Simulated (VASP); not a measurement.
Write the native input for VASP 6.6.1 that does the following.

| Quantity | Value |
| --- | --- |
| Task | single point |
| Functional | PBEsol |
| Potentials or basis | VASP PAW PBE potentials, release 64 (H, Br) |
| Cutoff | 520 eV |
| k mesh | 6 × 6 × 8 |
| Occupations | gaussian, width 0.02 eV |
| Spin | no spin polarisation |
| Dipole correction | no |
| Further INCAR settings | ALGO = Normal; EDIFF = 1e-06; NBANDS = 16 |

The structure of HBr lies in POSCAR:

```
HBr
1.0
    5.4459128156      0.0000000000      0.0000000000
    0.0000000000      5.4459128156      0.0000000000
    0.0000000000      0.0000000000      3.4425718638
H Br
2 2
Direct
    0.0000000000      0.0000000000      0.0000000000
    0.5000000000      0.5000000000      0.5000000000
    0.0000000000      0.0000000000      0.5000000000
    0.5000000000      0.5000000000      0.0000000000
```

This cell differs from its parent crystal: strain along c alone, the other axes held: +3.0 %.

One way to write it, as run:

INCAR

```
PREC = Accurate ; ENCUT = 520
EDIFF = 1E-6 ; ISMEAR = 0
SIGMA = 0.02 ; LREAL = F
LASPH = T ; NELM = 80
ALGO = Normal ; ISIF = 2
LWAVE = F ; LCHARG = F
GGA = PS ; NBANDS = 16
```

KPOINTS

```
regular mesh
0
Gamma
  6 6 8
```

Potentials or basis: VASP PAW PBE potentials, release 64 (H, Br).

Run with:

```sh
$ cat potpaw_PBE.64/H/POTCAR potpaw_PBE.64/Br/POTCAR > POTCAR
$ mpirun -np 1 vasp_std > vasp.out
```

Results of the run:

```yaml
Pressure: -1.8 GPa
Band_gap_on_the_k_mesh: 1.10 eV
```

Caveat: the cell differs from its parent crystal (strain along c alone, the other axes held: +3.0 %); the PAW data sets were made with another functional, which shifts forces and pressure a little.

Wall time 61 s on 1 thread of Intel(R) Xeon(R) Platinum 8259CL CPU @ 2.50GHz (Skylake/Cascade Lake), with other jobs on the host, peak memory 0.25 GiB.
